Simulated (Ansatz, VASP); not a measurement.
TiAl in VASP and in Ansatz

File INCAR:

```
  PREC = Accurate
  ENCUT = 520
  EDIFF = 1E-6
  ISMEAR = 0
  SIGMA = 0.15
  LREAL = F
  LASPH = T
  NELM = 60
  ALGO = Fast
  ISIF = 2
  LWAVE = F
  LCHARG = F
  GGA = PS
  NBANDS = 14
```

KPOINTS

```
regular mesh
0
Gamma
  18 18 10
```

POSCAR

```
TiAl
1.0
    2.8672622327      0.0000000000      0.0000000000
   -1.4336311163      2.4831219328      0.0000000000
    0.0000000000      0.0000000000      4.6780830000
Ti Al
1 1
Direct
    0.0000000000      0.0000000000     -0.1282576645
    0.3333333333      0.6666666667      0.5000000000
```

Input for Ansatz:

```yaml
crystal:
  lattice:
    - [2.8672622327, 0.0, 0.0]
    - [-1.4336311163, 2.4831219328, 0.0]
    - [0.0, 0.0, 4.678083]
  atoms:
    - { symbol: Ti, position: [0.0, 0.0, -0.1282576645] }
    - { symbol: Al, position: [0.3333333333, 0.6666666667, 0.5] }
basis:
  ecutwfc: 420
kpoints:
  mp_grid: { grid: [18, 18, 10] }
hamiltonian:
  xc: pbesol
scf:
  occupations: { method: gaussian, width: 0.15 }
output:
  forces: true
  stress: true
  eigenvalues: true
```

Alike in both runs: task single point; functional PBEsol; k mesh 18 × 18 × 10; occupations gaussian, width 0.15 eV; no spin polarisation.

```csv
,VASP,Ansatz
version,VASP 6.6.1,Ansatz 0.2.0
potentials or method,"VASP PAW PBE potentials, release 64 (Ti_sv, Al), cutoff 520 eV","scalar-relativistic, plane waves, PAW"
valence electrons in the cell,15,15
```

```tsv
	VASP	Ansatz	Ansatz less VASP
gap on the k mesh at the Fermi level (eV)	none	none	-
pressure (GPa)	14.6	14.6	0.00
traceless stress, the component that is largest in VASP (GPa)	10.11	10.04	-0.066
rms of the force components (eV/Å)	2.962	2.959	-0.0034
```

VASP's potentials were made for PBE, not for PBEsol. Atom by atom the forces differ by 0.003 eV/Å (rms over components). A gap of «none» marks a metal or a gap that the smearing closes.
